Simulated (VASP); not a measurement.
The system is CdSe (Cadmoselite).

```
Cd Se
1.0
     4.32848    0.00000    0.00000
    -2.16424    3.74857    0.00000
     0.00000    0.00000    7.06649
Cd Se
2 2
Direct
  0.66667 0.33333 0.50000
  0.33333 0.66667 0.00000
  0.66667 0.33333 0.88500
  0.33333 0.66667 0.38500
```

Base run:

```yaml
Program: VASP 6.6.1
Functional: r2SCAN
Potentials_or_basis: VASP PAW PBE potentials, release 64 (Cd, Se)
Cutoff: 520 eV
k_mesh: 7 × 7 × 4
Occupations: fermi-dirac, width 0.05 eV
Spin: no spin polarisation
```

Its results: band gap on the k mesh 1.14 eV, direct; pressure 0.7 GPa; largest force 0.266 eV/Å.

Problem. The run is repeated on the same cell with these changes: functional from r2SCAN to revPBE; dispersion from none to D3(BJ). What comes out?

Solution. Band gap on the k mesh 0.79 eV, direct; pressure -0.3 GPa; largest force 0.277 eV/Å.

Several settings changed at once, so the effect can't be laid on one alone.

Caveats: the PAW data sets were made with another functional, which shifts forces and pressure a little.

